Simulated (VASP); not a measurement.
Wanted: the native input for a VASP 6.6.1 run.

* Task: single point
* Functional: LDA
* Potentials or basis: VASP PAW LDA potentials, release 64 (As)
* Cutoff: 520 eV
* k mesh: 13 × 13 × 13
* Occupations: fermi-dirac, width 0.05 eV
* Spin: no spin polarisation
* Dipole correction: no
* Further INCAR settings: ALGO = Normal; EDIFF = 1e-07; NBANDS = 12

The structure of As lies in POSCAR:

```
As
1.0
    1.8921984922      1.0924613088      3.5088552423
   -1.8921984922      1.0924613088      3.5088552423
    0.0000000000     -2.1849226177      3.5088552423
As
2
Direct
    0.2275400000      0.2275400000      0.2275400000
    0.7724600000      0.7724600000      0.7724600000
```

This cell differs from its parent crystal: volume scaled by 1.02.

The input as run:

INCAR

```
SYSTEM = As
ALGO     = Normal         ! electronic algorithm
EDIFF    = 1E-7           ! SCF threshold, eV
ENCUT    = 520            ! plane-wave cutoff, eV
ISIF     = 2              ! what is computed and relaxed
ISMEAR   = -1             ! smearing method
LASPH    = .TRUE.         ! aspherical terms in the spheres
LCHARG   = .FALSE.        ! write CHGCAR
LREAL    = .FALSE.        ! projectors in reciprocal space
LWAVE    = .FALSE.        ! write WAVECAR
NBANDS   = 12             ! bands
NELM     = 100            ! most SCF steps
PREC     = Accurate       ! precision mode
SIGMA    = 0.05           ! smearing width, eV
```

KPOINTS

```
k-points
0
G
  13 13 13
  0 0 0
```

Potentials or basis: VASP PAW LDA potentials, release 64 (As).

Launch:

```sh
$ cat potpaw_LDA.64/As/POTCAR > POTCAR
$ mpirun -np 1 vasp_std > vasp.out
```

Results of the run:

| Property | Result |
| --- | --- |
| Pressure | -2.6 GPa |
| Largest force | 0.010 eV/Å |
| Band gap on the k mesh | zero (band 5 reaches 5.47 eV, above the bottom of band 6 at 5.13 eV) |

It took 65 s on 1 thread of Intel(R) Xeon(R) Platinum 8259CL CPU @ 2.50GHz (Skylake/Cascade Lake), with other jobs on the host, peak memory 0.22 GiB.
